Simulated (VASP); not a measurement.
A run of VASP 6.6.1 is set up as follows.

Contents of INCAR:

```
ALGO = Fast ; EDIFF = 1E-7
ENCUT = 520 ; GGA = CA
ISIF = 2 ; ISMEAR = 0
LASPH = T ; LCHARG = F
LREAL = F ; LWAVE = F
NBANDS = 11 ; NELM = 60
PREC = Accurate ; SIGMA = 0.15
```

KPOINTS

```
k-points
0
Gamma
  22 22 22
```

Contents of POSCAR:

```
Pt
1.0
   -0.9509831449      1.6582627256      1.6582627256
    1.6582627256     -0.9509831449      1.6582627256
    1.6582627256      1.6582627256     -0.9509831449
Pt
1
Direct
    0.0000000000      0.0000000000      0.0000000000
```

Potentials or basis: VASP PAW LDA potentials, release 64 (Pt).

The run is started by

```console
$ cat potpaw_LDA.64/Pt/POTCAR > POTCAR
$ mpirun -np 1 vasp_std > vasp.out
```

**Question.** Predict the band gap on the k mesh.

**Answer.** Zero (bands 5 and 6 overlap by 3.68 eV).

**Question.** Estimate the pressure.

**Answer.** 13.5 GPa.

Stress tensor (GPa, compression positive):
```
13.54  0.20  0.20
 0.20 13.54  0.20
 0.20  0.20 13.54
```

Caveat: the cell stands under pressure; spin-orbit coupling is left out, which moves the levels of the heavy elements.
